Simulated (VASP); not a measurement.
Write the native input for VASP 6.6.1 that does the following.

- Task: single point
- Functional: BLYP
- Dispersion: D3(BJ)
- Potentials or basis: VASP PAW PBE potentials, release 64 (Cd, Se)
- Cutoff: 520 eV
- k mesh: 8 × 8 × 8
- Occupations: fermi-dirac, width 0.05 eV
- Spin: no spin polarisation
- Dipole correction: no
- Further INCAR settings: ALGO = Normal; EDIFF = 1e-07; NBANDS = 16

The structure of CdSe lies in POSCAR:

```
CdSe
1.0
    0.0000000000      2.8352720331      2.8352720331
    2.8352720331      0.0000000000      2.8352720331
    2.8352720331      2.8352720331      0.0000000000
Cd Se
1 1
Direct
    0.0000000000      0.0000000000      0.0000000000
    0.5000000000      0.5000000000      0.5000000000
```

These files were run (other wordings do the same):

INCAR

```
SYSTEM = CdSe
PREC = Accurate ; ENCUT = 520
EDIFF = 1E-7 ; ISMEAR = -1
SIGMA = 0.05 ; LREAL = .FALSE.
LASPH = .TRUE. ; NELM = 80
ALGO = Normal ; ISIF = 2
LWAVE = .FALSE. ; LCHARG = .FALSE.
GGA = B5 ; ALDAX = 1.0
AGGAX = 1.0 ; AGGAC = 1.0
ALDAC = 0.0 ; IVDW = 12
VDW_S6 = 1.0 ; VDW_S8 = 2.6996
VDW_A1 = 0.4298 ; VDW_A2 = 4.2359
NBANDS = 16
```

KPOINTS

```
regular mesh
0
G
  8 8 8
  0 0 0
```

Potentials or basis: VASP PAW PBE potentials, release 64 (Cd, Se).

The run is started by

```console
$ cat potpaw_PBE.64/Cd/POTCAR potpaw_PBE.64/Se/POTCAR > POTCAR
$ mpirun -np 1 vasp_std > vasp.out
```

Results of the run:

| Item | Value |
| --- | --- |
| Pressure | 0.6 GPa |
| Band gap on the k mesh | zero (band 9 reaches 3.04 eV, above the bottom of band 10 at 2.52 eV) |
| Dispersion energy per atom | -0.919 eV |

Caveat: the PAW data sets were made with another functional, which shifts forces and pressure a little; pairwise dispersion overbinds metals, which lowers pressure and volume.

Wall time 58 s on 1 thread of Intel(R) Xeon(R) Platinum 8259CL CPU @ 2.50GHz (Skylake/Cascade Lake) (shared host), peak memory 0.18 GiB.
